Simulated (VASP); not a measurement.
Here is a VASP 6.6.1 calculation.

INCAR

```
PREC = Accurate
ENCUT = 520
EDIFF = 1E-6
ISMEAR = 0
SIGMA = 0.05
LREAL = F
LASPH = T
NELM = 80
ALGO = Normal
ISIF = 2
LWAVE = F
LCHARG = T
GGA = PE
LELF = T
LVHAR = T
NBANDS = 64
```

Contents of KPOINTS:

```
Automatic mesh
0
Gamma
  8 4 4
```

The input POSCAR:

```
SnO2
1.0
    0.0000000000      0.0000000000     -3.2379909406
    4.8277049961      4.8277049961      0.0000000000
    4.8277049961     -4.8277049961      0.0000000000
Sn O
4 8
Direct
    0.0000000000      0.0000000000      0.0000000000
    0.0000000000      0.5000000000      0.5000000000
    0.5000000000      0.5000000000      0.0000000000
    0.5000000000      0.0000000000      0.5000000000
    0.0000000000      0.3066050863      0.0000000000
    0.0000000000      0.8066050863      0.5000000000
    0.5000000000      0.5000000000      0.6933949137
    0.5000000000      0.0000000000      0.1933949137
    0.0000000000      0.6933949137      0.0000000000
    0.0000000000      0.1933949137      0.5000000000
    0.5000000000      0.5000000000      0.3066050863
    0.5000000000      0.0000000000      0.8066050863
```

Potentials or basis: VASP PAW PBE potentials, release 64 (Sn_d, O).

The run is started by

```bash
$ cat potpaw_PBE.64/Sn_d/POTCAR potpaw_PBE.64/O/POTCAR > POTCAR
$ mpirun -np 1 vasp_std > vasp.out
```

Q: Estimate the band gap on the k mesh.

A: 0.67 eV.

Q: What does it give for the largest force?

A: 0.020 eV/Å.

Q: What does it give for the pressure?

A: 0.6 GPa.

Stress tensor (GPa, compression positive):
```
0.50 0.00 0.00
0.00 0.50 0.00
0.00 0.00 0.81
```

Caveat: semilocal functionals underestimate gaps, and a narrow one can read as zero; spin-orbit coupling is left out, which moves the levels of the heavy elements.
